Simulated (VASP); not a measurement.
# Ag3SnSe (Pm-3m) in VASP: further runs

The runs below take Ag3SnSe through relaxation of cell and atoms, single point, with PBE.

All numbers are computed with VASP 6.6.1; they aren't measurements. Logs are shortened: lines on timing, memory, paths and dates and some standing lists are left out, and cuts for length are marked.

**1. The cell of the first run**

Symmetry: Pm-3m, No. 221, cubic system. Conventional cell: a = 4.873 Å, b = 4.873 Å, c = 4.873 Å, α = 90.00°, β = 90.00°, γ = 90.00°. Ag (site symmetry 4/mmm) has 2 Sn at 2.44 Å within 3.2 Å. Within 3.2 Å of Sn (site symmetry m-3m) lie 6 Ag at 2.44 Å. Se (site symmetry m-3m) has 12 Ag at 3.45 Å and 8 Sn at 4.22 Å within 4.5 Å.

**2. Relaxation of cell and atoms, PBE**

INCAR

```
PREC = Accurate
ENCUT = 600
EDIFF = 1E-6
ISMEAR = 0
SIGMA = 0.1
LREAL = F
LASPH = T
NELM = 100
ALGO = Normal
ISIF = 3
LWAVE = F
LCHARG = F
GGA = PE
IBRION = 2
NSW = 90
EDIFFG = -0.04
```

KPOINTS

```
regular mesh
0
Gamma
  4 4 4
```

POSCAR

```
Ag3SnSe
1.0
    4.8727384900      0.0000000000      0.0000000000
    0.0000000000      4.8727384900      0.0000000000
    0.0000000000      0.0000000000      4.8727384900
Ag Sn Se
3 1 1
Direct
    0.5000000000      0.0000000000      0.0000000000
    0.0000000000      0.5000000000      0.0000000000
    0.0000000000      0.0000000000      0.5000000000
    0.0000000000      0.0000000000      0.0000000000
    0.5000000000      0.5000000000      0.5000000000
```

Potentials or basis: VASP PAW PBE potentials, release 64 (Ag, Sn_d, Se).

Started as:

```sh
$ cat potpaw_PBE.64/Ag/POTCAR potpaw_PBE.64/Sn_d/POTCAR potpaw_PBE.64/Se/POTCAR > POTCAR
$ mpirun -np 1 vasp_std > vasp.out
```

OUTCAR:

```text
PREC = Accurate
   ENCUT = 600
   EDIFF = 1E-6
   ISMEAR = 0
   LREAL = F
   LASPH = T
   NELM = 100
   ISIF = 3
   GGA = PE
   IBRION = 2
   NSW = 90
   EDIFFG = -0.04

 ion  position               nearest neighbor table
   1  0.500  0.000  0.000-   4 2.44   4 2.44   2 3.45   3 3.45   2 3.45   2 3.45   3 3.45   3 3.45
                             3 3.45   2 3.45
   2  0.000  0.500  0.000-   4 2.44   4 2.44   1 3.45   3 3.45   1 3.45   3 3.45   3 3.45   3 3.45
                             1 3.45   1 3.45
   3  0.000  0.000  0.500-   4 2.44   4 2.44   1 3.45   1 3.45   2 3.45   2 3.45   2 3.45   2 3.45
                             1 3.45   1 3.45
   4  0.000  0.000  0.000-   1 2.44   2 2.44   3 2.44   3 2.44   2 2.44   1 2.44
   5  0.500  0.500  0.500-

  LATTYP: Found a simple cubic cell.
 ALAT       =     4.8727384900

  Lattice vectors:

 A1 = (   4.8727384900,   0.0000000000,   0.0000000000)
 A2 = (   0.0000000000,   4.8727384900,   0.0000000000)
 A3 = (   0.0000000000,   0.0000000000,   4.8727384900)

Analysis of symmetry for initial positions (statically):
=====================================================================
 Subroutine PRICEL returns:
 Original cell was already a primitive cell.

 Routine SETGRP: Setting up the symmetry group for a
 simple cubic supercell.

 Subroutine GETGRP returns: Found 48 space group operations
 (whereof 48 operations were pure point group operations)
 out of a pool of 48 trial point group operations.

The static configuration has the point symmetry O_h .

Analysis of symmetry for dynamics (positions and initial velocities):
=====================================================================
 Subroutine PRICEL returns:
 Original cell was already a primitive cell.

 Routine SETGRP: Setting up the symmetry group for a
 simple cubic supercell.

 Subroutine GETGRP returns: Found 48 space group operations
 (whereof 48 operations were pure point group operations)
 out of a pool of 48 trial point group operations.

The dynamic configuration has the point symmetry O_h .

 Subroutine INISYM returns: Found 48 space group operations
 (whereof 48 operations are pure point group operations),
 and found     1 'primitive' translations

----------------------------------------------------------------------------------------

                                     Primitive cell

  volume of cell :     115.6963

  direct lattice vectors                    reciprocal lattice vectors
     4.872738490  0.000000000  0.000000000     0.205223408  0.000000000  0.000000000
     0.000000000  4.872738490  0.000000000     0.000000000  0.205223408  0.000000000
     0.000000000  0.000000000  4.872738490     0.000000000  0.000000000  0.205223408

  length of vectors
     4.872738490  4.872738490  4.872738490     0.205223408  0.205223408  0.205223408

  position of ions in fractional coordinates (direct lattice)
     0.500000000  0.000000000  0.000000000
     0.000000000  0.500000000  0.000000000
     0.000000000  0.000000000  0.500000000
     0.000000000  0.000000000  0.000000000
     0.500000000  0.500000000  0.500000000

  ion indices of the primitive-cell ions
   primitive index   ion index
                 1           1
                 2           2
                 3           3
                 4           4
                 5           5

----------------------------------------------------------------------------------------

 KPOINTS: regular mesh

Automatic generation of k-mesh.
 Grid dimensions read from file:
 generate k-points for:    4    4    4

 Generating k-lattice:

  Cartesian coordinates                     Fractional coordinates (reciprocal lattice)
     0.051305852  0.000000000  0.000000000     0.250000000  0.000000000  0.000000000
     0.000000000  0.051305852  0.000000000     0.000000000  0.250000000  0.000000000
     0.000000000  0.000000000  0.051305852     0.000000000  0.000000000  0.250000000

  Length of vectors
     0.051305852  0.051305852  0.051305852

  Shift w.r.t. Gamma in fractional coordinates (k-lattice)
     0.000000000  0.000000000  0.000000000

 Subroutine IBZKPT returns following result:
 ===========================================

 Found     10 irreducible k-points:

 Following reciprocal coordinates:
            Coordinates               Weight
  0.000000  0.000000  0.000000      1.000000
  0.250000  0.000000  0.000000      6.000000
  0.500000  0.000000  0.000000      3.000000
  0.250000  0.250000  0.000000     12.000000
  0.500000  0.250000  0.000000     12.000000
  0.500000  0.500000  0.000000      3.000000
  0.250000  0.250000  0.250000      8.000000
  0.500000  0.250000  0.250000     12.000000
  0.500000  0.500000  0.250000      6.000000
  0.500000  0.500000  0.500000      1.000000
   k-points           NKPTS =     10   k-points in BZ     NKDIM =     10   number of bands    NBANDS=     31
   number of dos      NEDOS =    301   number of ions     NIONS =      5
   total plane-waves  NPLWV =  64000
   dimension x,y,z NGX =    40 NGY =   40 NGZ =   40
   dimension x,y,z NGXF=    80 NGYF=   80 NGZF=   80
   ions per type =               3   1   1
   NGX,Y,Z   is equivalent  to a cutoff of  13.65, 13.65, 13.65 a.u.
   NGXF,Y,Z  is equivalent  to a cutoff of  27.29, 27.29, 27.29 a.u.
 SYSTEM =  unknown system
   PREC   = accura    normal or accurate (medium, high low for compatibility)
   ISTART =      0    job   : 0-new  1-cont  2-samecut
   ICHARG =      2    charge: 1-file 2-atom 10-const
   ISPIN  =      1    spin polarized calculation?
   LNONCOLLINEAR =      F non collinear calculations
   LSORBIT =      F    spin-orbit coupling
   LASPH  =      T    aspherical Exc in radial PAW
   ENCUT  =  600.0 eV  44.10 Ry    6.64 a.u.   9.73  9.73  9.73*2*pi/ulx,y,z
   NELM   =    100;   NELMIN=  2; NELMDL= -5     # of ELM steps
   EDIFF  = 0.1E-05   stopping-criterion for ELM
   LREAL  =      F    real-space projection
   EDIFFG = -.4E-01   stopping-criterion for IOM
   NSW    =     90    number of steps for IOM
   IBRION =      2    ionic relax: 0-MD 1-quasi-New 2-CG
   NFREE  =      1    steps in history (QN), initial steepest desc. (CG)
   ISIF   =      3    stress and relaxation
   ISYM   =      2    0-nonsym 1-usesym 2-fastsym
   POTIM  = 0.5000    time-step for ionic-motion
   TEBEG  =    0.0;   TEEND  =   0.0 temperature during run
   PSTRESS=    0.0 pullay stress
   NELECT =      53.0000    total number of electrons
   NUPDOWN=      -1.0000    fix difference up-down
   EMIN   =  10.00;   EMAX   =-10.00  energy-range for DOS
   EFERMI =   0.00;   METHOD = LEGACY
   ISMEAR =     0;   SIGMA  =   0.10  broadening in eV -4-tet -1-fermi 0-gaus
   EFERMI_NEDOS =   21; number of points for ismear=-14 and -15
   IALGO  =     38    algorithm
   IMIX   =      4    mixing-type and parameters
     AMIX     =   0.40;   BMIX     =  1.00
     AMIX_MAG =   1.60;   BMIX_MAG =  1.00
  volume/ion in A,a.u.               =      23.14       156.15
  Fermi-wavevector in a.u.,A,eV,Ry     =   1.262003  2.384840 21.669336  1.592651
  Thomas-Fermi vector in A             =   2.395433
   LORBIT       =      0    0 simple, 1 ext, 2 COOP (PROOUT), +10 PAW based schemes
   GGA     = PE    functional components
   LHFCALC =     F    Hartree Fock is set to
   AEXX    =    0.0000 exact exchange contribution
   IVDW    =     0    specifies the selected vdW correction
   LEPSILON=     F    determine dielectric tensor
   LRPA    =     F    only Hartree local field effects (RPA)
 conjugate gradient relaxation of ions
 non-spin polarized calculation
 Gauss-broadening in eV      SIGMA  =   0.10
  energy-cutoff  :      600.00
  volume of cell :      115.70
 maximum number of plane-waves:      3900
 NGX is ok and might be reduce to    40
   NGX = 19   NGY = 19   NGZ = 19

--------------------------------------- Ionic step        1  -------------------------------------------

 number of electron      53.0000009 magnetization

 Free energy of the ion-electron system (eV)
  ---------------------------------------------------
  ext. energy  EPLUGINS =         0.00000000
  ---------------------------------------------------
  free energy    TOTEN  =       -10.97808077 eV

  energy without entropy =      -10.95178728  energy(sigma->0) =      -10.96493402

 E-fermi :   5.5681     XC(G=0): -10.3225

 val. band max:        5.5359073730   @ k =   0.0000   0.0000   0.0000
 cond. band min:       5.6806609083   @ k =   0.2500   0.2500   0.2500
 fundamental gap:      0.1447535353
 Fermi energy:         5.5680877506

 k-point     1 :       0.0000    0.0000    0.0000
  band No.  band energies     occupation
      1     -16.2282      2.00000
      2     -16.2282      2.00000
      3     -16.0005      2.00000
      4     -16.0005      2.00000
      5     -16.0005      2.00000
      6      -6.5505      2.00000
[... 23 lines left out ...]
     30       7.5523      0.00000
     31      10.1224      0.00000
[... 365 lines left out ...]
 POSITION                                       TOTAL-FORCE (eV/Angst)
 -----------------------------------------------------------------------------------
      2.67090      0.00000      0.00000         0.000000     -0.000000      0.000000
     -0.00000      2.67090     -0.00000         0.000000      0.000000      0.000000
      0.00000     -0.00000      2.67090         0.000000     -0.000000      0.000000
      0.00000      0.00000      0.00000         0.000000     -0.000000      0.000000
      2.67090      2.67090      2.67090        -0.000000     -0.000000      0.000000
 -----------------------------------------------------------------------------------
    total drift:                               -0.000000      0.000000     -0.000000

  FREE ENERGIE OF THE ION-ELECTRON SYSTEM (eV)
  ---------------------------------------------------
  free  energy   TOTEN  =       -11.8357349533 eV

  energy  without entropy=      -11.7972001720  energy(sigma->0) =      -11.81646756

--------------------------------------- Ionic step        3  -------------------------------------------

 number of electron      53.0000014 magnetization

 Free energy of the ion-electron system (eV)
  ---------------------------------------------------
  ext. energy  EPLUGINS =         0.00000000
  ---------------------------------------------------
  free energy    TOTEN  =       -11.90517513 eV

  energy without entropy =      -11.86864326  energy(sigma->0) =      -11.88690919

 E-fermi :   3.4221     XC(G=0):  -9.3103

 val. band max:        3.3423164308   @ k =   0.2500   0.2500   0.2500
 cond. band min:       3.4338790830   @ k =   0.2500   0.0000   0.0000
 fundamental gap:      0.0915626522
 Fermi energy:         3.4220968937

 k-point     1 :       0.0000    0.0000    0.0000
  band No.  band energies     occupation
      1     -17.9486      2.00000
      2     -17.9486      2.00000
      3     -17.8265      2.00000
      4     -17.8265      2.00000
      5     -17.8265      2.00000
      6      -8.1024      2.00000
[... 23 lines left out ...]
     30       5.1494      0.00000
     31       6.5892      0.00000
[... 317 lines left out ...]
 VOLUME and BASIS-vectors are now :
 -----------------------------------------------------------------------------
  energy-cutoff  :      600.00
  volume of cell :      141.97
      direct lattice vectors                 reciprocal lattice vectors
     5.216675220  0.000000000  0.000000000     0.191692976  0.000000000 -0.000000000
    -0.000000000  5.216675220 -0.000000000     0.000000000  0.191692976  0.000000000
     0.000000000 -0.000000000  5.216675220     0.000000000  0.000000000  0.191692976

 POSITION                                       TOTAL-FORCE (eV/Angst)
 -----------------------------------------------------------------------------------
      2.60834      0.00000      0.00000         0.000000     -0.000000      0.000000
     -0.00000      2.60834     -0.00000        -0.000000     -0.000000      0.000000
      0.00000     -0.00000      2.60834         0.000000      0.000000      0.000000
      0.00000      0.00000      0.00000         0.000000     -0.000000      0.000000
      2.60834      2.60834      2.60834        -0.000000     -0.000000      0.000000
 -----------------------------------------------------------------------------------
    total drift:                                0.000000      0.000000     -0.000000

  FREE ENERGIE OF THE ION-ELECTRON SYSTEM (eV)
  ---------------------------------------------------
  free  energy   TOTEN  =       -11.9051751286 eV

  energy  without entropy=      -11.8686432567  energy(sigma->0) =      -11.88690919

 reached required accuracy - stopping structural energy minimisation
```

Run time: 3 min. Hardware: 1 thread of Intel Xeon Platinum 8488C (Sapphire Rapids), shared host; peak memory 0.27 GiB.

What came out:

* Free energy: -11.9052 eV
* Relaxed volume: 28.39 Å³/atom
* Relaxed cell: a = 5.217 Å, b = 5.217 Å, c = 5.217 Å, α = 90.00°, β = 90.00°, γ = 90.00°
* Space group after relaxing (to 0.05 Å): Pm-3m (No. 221)
* Energy gained by relaxing: 185.4 meV/atom
* Ionic steps: 3
* Pressure after relaxing: 0.2 GPa

The path:
```csv
step,energy change (eV),largest force (eV/Å),pressure (GPa),volume (Å³)
1,0.0000,0.0000,13.82,115.70
2,-0.8577,0.0000,-2.10,152.43
3,-0.9271,0.0000,0.15,141.97
```

Final structure:
```
Ag Sn Se
1.0
     5.21668    0.00000    0.00000
     0.00000    5.21668    0.00000
     0.00000    0.00000    5.21668
Ag Sn Se
3 1 1
Direct
  0.50000 0.00000 0.00000
  0.00000 0.50000 0.00000
  0.00000 0.00000 0.50000
  0.00000 0.00000 0.00000
  0.50000 0.50000 0.50000
```

Caveat: the volume moved by over 15 % at a fixed basis, so the end points are rough; spin-orbit coupling is left out, which moves the levels of the heavy elements.

**3. Single point, PBE, collinear spin, ferromagnetic start**

This run uses another cell than the first one, of 28.57 Å³/atom, 1.235 times its volume.

INCAR

```
ALGO = Normal
EDIFF = 1E-6
ENCUT = 520
GGA = PE
ISIF = 2
ISMEAR = 0
ISPIN = 2
LASPH = T
LCHARG = F
LMAXMIX = 4
LORBIT = 11
LREAL = F
LWAVE = F
MAGMOM = 1 1 1 0 0
NBANDS = 38
NELM = 150
PREC = Accurate
SIGMA = 0.1
```

KPOINTS

```
k-points
0
Gamma
  4 4 4
```

POSCAR, as its differences from that of step 2:

```diff
@@ -2,5 +2,5 @@
 1.0
-    4.8727384900      0.0000000000      0.0000000000
-    0.0000000000      4.8727384900      0.0000000000
-    0.0000000000      0.0000000000      4.8727384900
+    5.2276194232      0.0000000000      0.0000000000
+    0.0000000000      5.2276194232      0.0000000000
+    0.0000000000      0.0000000000      5.2276194232
 Ag Sn Se
```

Potentials or basis: VASP PAW PBE potentials, release 64 (Ag, Sn_d, Se).

Started as:

```sh
$ cat potpaw_PBE.64/Ag/POTCAR potpaw_PBE.64/Sn_d/POTCAR potpaw_PBE.64/Se/POTCAR > POTCAR
$ mpirun -np 1 vasp_std > vasp.out
```

It took 3.1 min on 1 thread of Intel Xeon Platinum 8375C at 2.90GHz (Ice Lake), shared host; peak memory 0.32 GiB.

The run converged. Its results:

```
Free energy                                           : -11.9166 eV
Pressure                                              : 0.0 GPa
Net moment                                            : 0.58 μB per cell
Site moments                                          : Ag +0.03; Sn +0.09; Se +0.22 μB
Valence electrons inside the program's atomic spheres : Ag 9.79; Sn 12.45; Se 3.60
```

Levels at points of the mesh, in eV from the Fermi level:
Spin up:
```
           k point  band 24  band 25  band 26  band 27  band 28  band 29  band 30  band 31  band 32  band 33
(0.00, 0.00, 0.00)    -1.79    -1.79    -0.04    -0.04    -0.04     1.71     1.71     3.12     6.89     6.89
(0.50, 0.00, 0.00)    -0.84    -0.84    -0.82    -0.22    -0.22     2.09     3.63     4.58     5.83     5.83
(0.50, 0.50, 0.00)    -2.49    -0.59     0.35     0.35     0.56     2.04     2.07     4.63     4.63     6.92
(0.50, 0.50, 0.50)    -1.77    -1.77    -0.97    -0.97    -0.97     4.11     4.11     4.11     8.51     8.51
```
Spin down:
```csv
k point,band 23,band 24,band 25,band 26,band 27,band 28,band 29,band 30
"(0.00, 0.00, 0.00)",-1.63,-1.63,-1.63,0.15,0.15,0.15,1.74,1.74
"(0.50, 0.00, 0.00)",-2.14,-0.63,-0.60,-0.60,-0.14,-0.14,2.12,3.72
"(0.50, 0.50, 0.00)",-2.40,-2.40,-0.34,0.53,0.53,0.65,2.07,2.11
"(0.50, 0.50, 0.50)",-1.58,-1.58,-1.58,-0.93,-0.93,-0.93,4.22,4.22
```

Caveat: spin-orbit coupling is left out, which moves the levels of the heavy elements.
